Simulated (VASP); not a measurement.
# HfSi7O16 (a cell with a defect) in VASP: electric field gradients with PBE

Aim: the electric field gradients of HfSi7O16 (a cell with a defect) with PBE.

All numbers are computed with VASP 6.6.1; they aren't measurements. Logs are shortened: lines on timing, memory, paths and dates and some standing lists are left out, and cuts for length are marked.

## (1) The cell of the first run

The cell holds a defect, 24 atoms: a = 6.933 Å, b = 13.867 Å, c = 6.933 Å, α = 85.08°, β = 109.96°, γ = 138.11°.

## (2) Electric field gradients, PBE

Input file INCAR:

```
PREC = Accurate ; ENCUT = 520
EDIFF = 1E-8 ; ISMEAR = -1
SIGMA = 0.01 ; LREAL = F
LASPH = T ; NELM = 120
ALGO = Normal ; ISIF = 2
LWAVE = F ; LCHARG = F
GGA = PE ; LEFG = T
NBANDS = 85 ; GGA_COMPAT = F
```

Input file KPOINTS:

```
Automatic mesh
0
Gamma
  4 2 3
```

Input file POSCAR:

```
HfSi7O16
1.0
   -5.1085000000      3.9789500000      2.4782500000
   10.2170000000     -7.9579000000      4.9565000000
    5.1085000000      3.9789500000     -2.4782500000
Hf Si O
1 7 16
Direct
    0.8566000000      0.3009150000      0.4584300000
    0.8566000000      0.8009150000      0.4584300000
    0.1434000000      0.1990850000      0.5415700000
    0.1434000000      0.6990850000      0.5415700000
    0.8566000000      0.4490850000      0.7547700000
    0.8566000000      0.9490850000      0.7547700000
    0.1434000000      0.0509150000      0.2452300000
    0.1434000000      0.5509150000      0.2452300000
    0.8753600000      0.3820500000      0.2699200000
    0.8753600000      0.8820500000      0.2699200000
    0.4941800000      0.3027200000      0.7300800000
    0.4941800000      0.8027200000      0.7300800000
    0.8753600000      0.0527200000      0.6112600000
    0.8753600000      0.5527200000      0.6112600000
    0.4941800000      0.1320500000      0.3887400000
    0.4941800000      0.6320500000      0.3887400000
    0.9661000000      0.3957850000      0.6745300000
    0.9661000000      0.8957850000      0.6745300000
    0.1170400000      0.1457850000      0.3254700000
    0.1170400000      0.6457850000      0.3254700000
    0.0943100000      0.2971550000      0.5000000000
    0.0943100000      0.7971550000      0.5000000000
    0.0943100000      0.0471550000      0.0000000000
    0.0943100000      0.5471550000      0.0000000000
```

Potentials or basis: VASP PAW PBE potentials, release 64 (Hf_pv, Si, O).

The run is started by

```
$ cat potpaw_PBE.64/Hf_pv/POTCAR potpaw_PBE.64/Si/POTCAR potpaw_PBE.64/O/POTCAR > POTCAR
$ mpirun -np 1 vasp_std > vasp.out
```

OUTCAR:

```text
PREC = Accurate
   ENCUT = 520
   EDIFF = 1E-8
   ISMEAR = -1
   LREAL = F
   LASPH = T
   NELM = 120
   ISIF = 2
   GGA = PE

 ion  position               nearest neighbor table
   1  0.857  0.301  0.458-  21 1.61  17 1.62  15 1.62   9 1.62   8 3.00   7 3.00   5 3.03   3 3.09

   2  0.857  0.801  0.458-  22 1.61  18 1.62  16 1.62  10 1.62   7 3.00   8 3.00   6 3.03   4 3.09

   3  0.143  0.199  0.542-  21 1.61  19 1.62  13 1.62  11 1.62   6 3.00   5 3.00   7 3.03   1 3.09
[... 13 lines left out ...]
  11  0.494  0.303  0.730-   5 1.62   3 1.62
  12  0.494  0.803  0.730-   6 1.62   4 1.62
  13  0.875  0.053  0.611-   3 1.62   6 1.62
  14  0.875  0.553  0.611-   4 1.62   5 1.62
[... 8 lines left out ...]
  23  0.094  0.047  0.000-   7 1.61   6 1.61
  24  0.094  0.547  0.000-   8 1.61   5 1.61

  LATTYP: Found a base centered monoclinic cell.
 ALAT       =    11.3557906484
 B/A-ratio  =     0.7007790339
 C/A-ratio  =     0.8729467024
 COS(beta)  =    -0.4364733512

  Lattice vectors:

 A1 = (   5.1085000000,  -3.9789500000,  -2.4782500000)
 A2 = (   5.1085000000,   3.9789500000,  -2.4782500000)
 A3 = (   0.0000000000,   0.0000000000,   9.9130000000)

Analysis of symmetry for initial positions (statically):
=====================================================================
 Subroutine PRICEL returns:
 Original cell was already a primitive cell.

 Routine SETGRP: Setting up the symmetry group for a
 base centered monoclinic supercell.

 Subroutine GETGRP returns: Found  1 space group operations
 (whereof  1 operations were pure point group operations)
 out of a pool of  4 trial point group operations.

The static configuration has the point symmetry C_1 .

Analysis of symmetry for dynamics (positions and initial velocities):
=====================================================================
 Subroutine PRICEL returns:
 Original cell was already a primitive cell.

 Routine SETGRP: Setting up the symmetry group for a
 base centered monoclinic supercell.

 Subroutine GETGRP returns: Found  1 space group operations
 (whereof  1 operations were pure point group operations)
 out of a pool of  4 trial point group operations.

The dynamic configuration has the point symmetry C_1 .

 Subroutine INISYM returns: Found  1 space group operations
 (whereof  1 operations are pure point group operations),
 and found     1 'primitive' translations

----------------------------------------------------------------------------------------

                                     Primitive cell

  volume of cell :     402.9925

  direct lattice vectors                    reciprocal lattice vectors
    -5.108500000  3.978950000  2.478250000     0.000000000  0.125661293  0.201755271
    10.217000000 -7.957900000  4.956500000     0.048938044  0.000000000  0.100877635
     5.108500000  3.978950000 -2.478250000     0.097876089  0.125661293  0.000000000

  length of vectors
     6.933292033 13.866584066  6.933292033     0.237688767  0.112121494  0.159281164

  position of ions in fractional coordinates (direct lattice)
     0.856600000  0.300915000  0.458430000
     0.856600000  0.800915000  0.458430000
     0.143400000  0.199085000  0.541570000
     0.143400000  0.699085000  0.541570000
     0.856600000  0.449085000  0.754770000
     0.856600000  0.949085000  0.754770000
[... 16 lines left out ...]
     0.094310000  0.047155000  0.000000000
     0.094310000  0.547155000  0.000000000

  ion indices of the primitive-cell ions
   primitive index   ion index
                 1           1
                 2           2
                 3           3
                 4           4
                 5           5
                 6           6
[... 16 lines left out ...]
                23          23
                24          24
[... 82 lines left out ...]
   NELM   =    120;   NELMIN=  2; NELMDL= -5     # of ELM steps
   EDIFF  = 0.1E-07   stopping-criterion for ELM
   LREAL  =      F    real-space projection
   EDIFFG = 0.1E-06   stopping-criterion for IOM
   NSW    =      0    number of steps for IOM
   IBRION =     -1    ionic relax: 0-MD 1-quasi-New 2-CG
   NFREE  =      0    steps in history (QN), initial steepest desc. (CG)
   ISIF   =      2    stress and relaxation
   ISYM   =      2    0-nonsym 1-usesym 2-fastsym
   POTIM  = 0.5000    time-step for ionic-motion
   TEBEG  =    0.0;   TEEND  =   0.0 temperature during run
   PSTRESS=    0.0 pullay stress
   NELECT =     134.0000    total number of electrons
   NUPDOWN=      -1.0000    fix difference up-down
   EMIN   =  10.00;   EMAX   =-10.00  energy-range for DOS
   EFERMI =   0.00;   METHOD = LEGACY
   ISMEAR =    -1;   SIGMA  =   0.01  broadening in eV -4-tet -1-fermi 0-gaus
   EFERMI_NEDOS =   21; number of points for ismear=-14 and -15
   IALGO  =     38    algorithm
   IMIX   =      4    mixing-type and parameters
     AMIX     =   0.40;   BMIX     =  1.00
     AMIX_MAG =   1.60;   BMIX_MAG =  1.00
  volume/ion in A,a.u.               =      16.79       113.31
  Fermi-wavevector in a.u.,A,eV,Ry     =   1.134168  2.143267 17.501682  1.286337
  Thomas-Fermi vector in A             =   2.270872
   LORBIT       =      0    0 simple, 1 ext, 2 COOP (PROOUT), +10 PAW based schemes
   GGA     = PE    functional components
   LHFCALC =     F    Hartree Fock is set to
   AEXX    =    0.0000 exact exchange contribution
   IVDW    =     0    specifies the selected vdW correction
   LEPSILON=     F    determine dielectric tensor
   LRPA    =     F    only Hartree local field effects (RPA)
 non-spin polarized calculation
  energy-cutoff  :      520.00
  volume of cell :      402.99
 maximum number of plane-waves:     10872
 NGX is ok and might be reduce to    54
   NGX = 25   NGY = 51   NGZ = 25

 number of electron     134.0000032 magnetization

 Free energy of the ion-electron system (eV)
  ---------------------------------------------------
  ext. energy  EPLUGINS =         0.00000000
  ---------------------------------------------------
  free energy    TOTEN  =      -184.66516877 eV

  energy without entropy =     -184.66516877  energy(sigma->0) =     -184.66516877

 E-fermi :  -0.6832     XC(G=0):  -7.5910

 val. band max:       -1.0009998818   @ k =   0.5000   0.5000  -0.0000
 cond. band min:       4.5401150640   @ k =   0.0000   0.0000   0.0000
 fundamental gap:      5.5411149458
 Fermi energy:        -0.6831690811

 k-point     1 :       0.0000    0.0000    0.0000
  band No.  band energies     occupation
      1     -28.5566      2.00000
      2     -28.4826      2.00000
      3     -28.4454      2.00000
      4     -20.4861      2.00000
      5     -19.8992      2.00000
      6     -19.7338      2.00000
[... 1137 lines left out ...]
     78       8.3562      0.00000
     79       8.4257      0.00000
 [bands above 79 left out]

------------------------ aborting loop because EDIFF is reached ----------------------------------------

  FORCE on cell =-STRESS in cart. coord.  units (eV):
  Direction    XX          YY          ZZ          XY          YZ          ZX
  --------------------------------------------------------------------------------------
  -------------------------------------------------------------------------------------
  Total       54.5437769     53.5499798     52.3750621     -0.8490926      0.6560245     -0.6919852
  in kB      216.8496914    212.8986522    208.2275320     -3.3757375      2.6081566     -2.7511254
  external PRESSURE =     212.6586252 kB  Pullay stress =       0.0000000 kB

 VOLUME and BASIS-vectors are now :
 -----------------------------------------------------------------------------
  energy-cutoff  :      520.00
  volume of cell :      402.99
      direct lattice vectors                 reciprocal lattice vectors
    -5.108500000  3.978950000  2.478250000     0.000000000  0.125661293  0.201755271
    10.217000000 -7.957900000  4.956500000     0.048938044  0.000000000  0.100877635
     5.108500000  3.978950000 -2.478250000     0.097876089  0.125661293  0.000000000

 POSITION                                       TOTAL-FORCE (eV/Angst)
 -----------------------------------------------------------------------------------
      1.04040      2.83779      2.47825        -0.526052     -0.024557     -0.553646
      6.14890     -1.14116      4.95650        -0.241567      0.014292      0.110912
      4.06810      1.14116     -0.00000         0.072083      0.053409      0.433450
      9.17660     -2.83779      2.47825         0.175586     -0.159910     -0.024909
      4.06810      2.83779      2.47825         0.587050      0.718962      0.134177
      9.17660     -1.14116      4.95650         0.178338      0.162613     -0.077995
[... 16 lines left out ...]
     -0.00000      0.00000      0.46745        -0.022532     -0.054268     -0.057056
      5.10850     -3.97895      2.94570         0.192125     -0.025302      0.089865
 -----------------------------------------------------------------------------------
    total drift:                                0.000054     -0.000239      0.000581

  FREE ENERGIE OF THE ION-ELECTRON SYSTEM (eV)
  ---------------------------------------------------
  free  energy   TOTEN  =      -184.6651687718 eV

  energy  without entropy=     -184.6651687718  energy(sigma->0) =     -184.66516877

 Electric field gradients (V/A^2)
---------------------------------------------------------------------
 ion       V_xx      V_yy      V_zz      V_xy      V_xz      V_yz
---------------------------------------------------------------------
   1     -41.209    41.314    -0.105     5.475    28.499    -7.495
   2      -3.971     4.231    -0.259     5.442     1.730     0.985
   3      -2.833     3.183    -0.350    10.296    -6.545     4.908
   4      -4.556     4.882    -0.326     5.263    -1.354    -0.331
   5      -5.495     2.469     3.026     0.307     0.467    -2.172
   6      -4.267     4.737    -0.470    -5.284    -1.552     0.154
[... 16 lines left out ...]
  23      14.706    22.133   -36.839    72.166     0.230     1.509
  24      11.809    25.945   -37.754    70.210     1.299     1.990
---------------------------------------------------------------------

 Electric field gradients after diagonalization (V/A^2)
 (convention: |V_zz| > |V_xx| > |V_yy|)
----------------------------------------------------------------------
 ion       V_xx      V_yy      V_zz     asymmetry (V_yy - V_xx)/ V_zz
----------------------------------------------------------------------
   1      42.632    13.866   -56.498       0.509
   2      -6.876    -0.433     7.309       0.881
   3      10.901     4.190   -15.091       0.445
   4      -7.087    -0.242     7.328       0.934
   5       4.940     0.605    -5.545       0.782
   6      -6.986    -0.273     7.259       0.925
[... 16 lines left out ...]
  23     -53.887   -36.806    90.693       0.188
  24     -51.698   -37.788    89.485       0.155
----------------------------------------------------------------------

           NMR quadrupolar parameters

 Cq : quadrupolar parameter    Cq=e*Q*V_zz/h
 eta: asymmetry parameters     (V_yy - V_xx)/ V_zz
 Q  : nuclear electric quadrupole moment in mb (millibarn)
----------------------------------------------------------------------
 ion       Cq(MHz)       eta       Q (mb)
----------------------------------------------------------------------
   1      -0.137       0.509       1.000
   2       0.018       0.881       1.000
   3      -0.036       0.445       1.000
   4       0.018       0.934       1.000
   5      -0.013       0.782       1.000
   6       0.018       0.925       1.000
[... 16 lines left out ...]
  23       0.219       0.188       1.000
  24       0.216       0.155       1.000
----------------------------------------------------------------------
```

Run time: 21 min. Hardware: 1 thread of Intel Xeon Platinum 8259CL at 2.50GHz (Skylake/Cascade Lake), shared host; peak memory 0.87 GiB.

What came out:

```
Free energy                             : -184.6652 eV
Pressure                                : 21.3 GPa
Largest force                           : 20.546 eV/Å
Band gap on the k mesh                  : 5.54 eV
Largest electric field gradient by atom : Hf -56.5; Si +7.3, -15.1, -5.5, +4.8, +11.3 (each value once); O +52.9, +84.9, +82.6, +84.3, +83.8, +83.7, +51.1, +48.7, +85.1, +82.9, +49.4, +90.7, +89.5 (each value once) V/Å²
```

Forces on the atoms (eV/Å):
```
Hf   -0.526  -0.025  -0.554
Si   -0.242   0.014   0.111
Si    0.072   0.053   0.433
Si    0.176  -0.160  -0.025
Si    0.587   0.719   0.134
Si    0.178   0.163  -0.078
Si   -0.389   0.161  -0.576
Si   -0.468  -0.896  -0.037
O    -2.532 -15.633  11.473
O    -0.110  -0.190  -0.318
O     0.042   0.311  -0.016
O     0.157   0.135   0.041
O     0.192  -0.164  -0.018
O     0.112  -0.220   0.019
O    -2.619  -5.028 -18.770
O    -0.133   0.215  -0.109
O    18.698   6.305   2.482
O     0.036   0.391   0.158
O    -0.163  -0.392   0.192
O     0.145  -0.320   0.183
O   -13.396  14.623   5.370
O     0.012   0.016  -0.127
O    -0.023  -0.054  -0.057
O     0.192  -0.025   0.090
```

Electric field gradients, principal values (V/Å²):
```
atom    least   middle  greatest (by size)
1 Hf   13.866   42.632             -56.498
2 Si   -0.433   -6.876               7.309
3 Si    4.190   10.901             -15.091
4 Si   -0.242   -7.087               7.328
5 Si    0.605    4.940              -5.545
6 Si   -0.273   -6.986               7.259
7 Si   -1.459   -3.347               4.806
8 Si   -3.078   -8.262              11.340
 9 O  -19.579  -33.298              52.877
10 O  -29.444  -55.424              84.867
11 O  -27.524  -55.112              82.637
12 O  -27.537  -56.793              84.330
13 O  -27.074  -56.728              83.802
14 O  -28.095  -55.639              83.734
15 O  -18.441  -32.668              51.109
16 O  -27.394  -56.952              84.346
17 O  -16.513  -32.226              48.739
18 O  -30.574  -54.540              85.114
19 O  -30.748  -52.160              82.908
20 O  -28.935  -54.758              83.693
21 O  -19.401  -30.014              49.415
22 O  -36.834  -53.905              90.739
23 O  -36.806  -53.887              90.693
24 O  -37.788  -51.698              89.485
```

Caveat: without QUAD_EFG the Cq values of the log hold for a quadrupole moment of 1 mb, not for the nuclei; spin-orbit coupling is left out, which moves the levels of the heavy elements.
